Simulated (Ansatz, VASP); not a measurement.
**Two plane-wave programs on Zr**

```
CELL_PARAMETERS angstrom
5.04747 0.00000 0.00000
-2.52374 4.37124 0.00000
0.00000 0.00000 3.14477
ATOMIC_POSITIONS crystal
Zr 0.00000 0.00000 0.00000
Zr 0.33333 0.66667 0.50000
Zr 0.66667 0.33333 0.50000
```

Alike in both runs: functional PBE; k mesh 8 × 8 × 11; occupations fermi-dirac, width 0.1 eV; no spin polarisation.

Ansatz relaxed the structure, and its values are those at the end. VASP's run is a single point on that final structure, the one shown.

|  | VASP | Ansatz |
| --- | --- | --- |
| version | VASP 6.6.1 | Ansatz 0.2.0 |
| potentials or method | VASP PAW PBE potentials, release 64 (Zr_sv) | PAW with Ansatz's default frozen-core files, scalar-relativistic |
| plane-wave cutoff (eV) | 520 | 420 |
| valence electrons in the cell | 36 | 36 |

```csv
,VASP,Ansatz,Ansatz less VASP
pressure (GPa),0.0,0.0,-0.03
```
